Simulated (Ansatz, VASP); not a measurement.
**Two plane-wave programs on ZnPtC6N6**

```
Zn Pt C N
1.0
     0.00000    5.37366    5.37366
     5.37366    0.00000    5.37366
     5.37366    5.37366    0.00000
Zn Pt C N
1 1 6 6
Direct
  0.00000 0.00000 0.00000
  0.50000 0.50000 0.50000
  0.79345 0.20655 0.20655
  0.20655 0.79345 0.20655
  0.20655 0.20655 0.79345
  0.20655 0.79345 0.79345
  0.79345 0.20655 0.79345
  0.79345 0.79345 0.20655
  0.68485 0.31515 0.31515
  0.31515 0.68485 0.31515
  0.31515 0.31515 0.68485
  0.31515 0.68485 0.68485
  0.68485 0.31515 0.68485
  0.68485 0.68485 0.31515
```

Alike in both runs: functional PBE; k mesh 4 × 4 × 4; occupations gaussian, width 0.1 eV; no spin polarisation.

Ansatz relaxed the structure, and its values are those at the end. VASP's run is a single point on that final structure, the one shown.

```csv
,VASP,Ansatz
version,VASP 6.6.1,Ansatz 0.2.0
potentials or method,"VASP PAW PBE potentials, release 64 (Zn, Pt, C, N), cutoff 520 eV","scalar-relativistic, plane waves, PAW"
valence electrons in the cell,76,84
```

```tsv
	VASP	Ansatz	Ansatz less VASP
gap on the k mesh at the Fermi level (eV)	2.75	2.78	+0.032
least direct gap on the mesh (eV)	2.88	2.91	+0.031
pressure (GPa)	0.4	0.0	-0.36
rms of the force components (eV/Å)	0.208	0.008	-0.2004
```

One of these differences is far larger than is usual between the two programs; its cause wasn't traced. VASP's potentials hold 76 valence electrons a cell and Ansatz's 84, so a difference there can come from the potentials and not from the codes.

Spin-orbit coupling is off throughout. Noted on VASP's run: the standard files for N, O and F lose accuracy on very short bonds.
